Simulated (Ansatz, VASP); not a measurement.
**Ta in VASP and in Ansatz**

```
CELL_PARAMETERS angstrom
-1.72696 1.72696 1.53233
1.72696 -1.72696 1.53233
1.72696 1.72696 -1.53233
ATOMIC_POSITIONS crystal
Ta 0.00000 0.00000 0.00000
```

Alike in both runs: task single point; functional PBE; k mesh 20 × 20 × 20; occupations gaussian, width 0.15 eV; no spin polarisation.

|  | VASP | Ansatz |
| --- | --- | --- |
| version | VASP 6.6.1 | Ansatz 0.2.0 |
| potentials or method | VASP PAW PBE potentials, release 64 (Ta_pv), cutoff 520 eV | scalar-relativistic, plane waves, PAW |
| valence electrons in the cell | 11 | 13 |

VASP gave:

* gap on the k mesh at the Fermi level (eV): none
* pressure (GPa): 1.5
* traceless stress, the component that is largest in VASP (GPa): 5.25

Problem. What did Ansatz give for the same quantities?

Solution. gap on the k mesh at the Fermi level (eV): none; pressure (GPa): 1.4; traceless stress, the component that is largest in VASP (GPa): 5.25.

A gap of «none» marks a metal or a gap that the smearing closes. The functional is the same, so the differences come from potentials, cutoffs and numerics. VASP's potentials hold 11 valence electrons a cell and Ansatz's 13, so a difference there can come from the potentials and not from the codes.

Neither program's run includes spin-orbit coupling.
